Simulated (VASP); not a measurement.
Crystal: CaO.

```
CELL_PARAMETERS angstrom
0.00000 2.75375 2.75375
2.75375 0.00000 2.75375
2.75375 2.75375 0.00000
ATOMIC_POSITIONS crystal
Ca 0.00000 0.00000 0.00000
O 0.25000 0.25000 0.25000
```

This cell differs from its parent crystal: strain +5.6%.

Base run:

```yaml
Program: VASP 6.6.1
Functional: r2SCAN
Potentials_or_basis: VASP PAW PBE potentials, release 64 (Ca_sv, O)
Cutoff: 520 eV
k_mesh: 8 × 8 × 8
Occupations: gaussian, width 0.01 eV
Spin: no spin polarisation
```

Its results: band gap on the k mesh 3.17 eV, indirect (least direct gap 3.55 eV); pressure -9.2 GPa.

Question: The run is repeated on the same cell with these changes: functional from r2SCAN to PBE; occupations from gaussian, width 0.01 eV to fermi-dirac, width 0.02 eV. What comes out?

Answer: Band gap on the k mesh 2.77 eV, indirect (least direct gap 3.15 eV); pressure -8.0 GPa.

Caveats: the PAW data sets were made with another functional, which shifts forces and pressure a little (some runs).

A k mesh can miss the band edges.
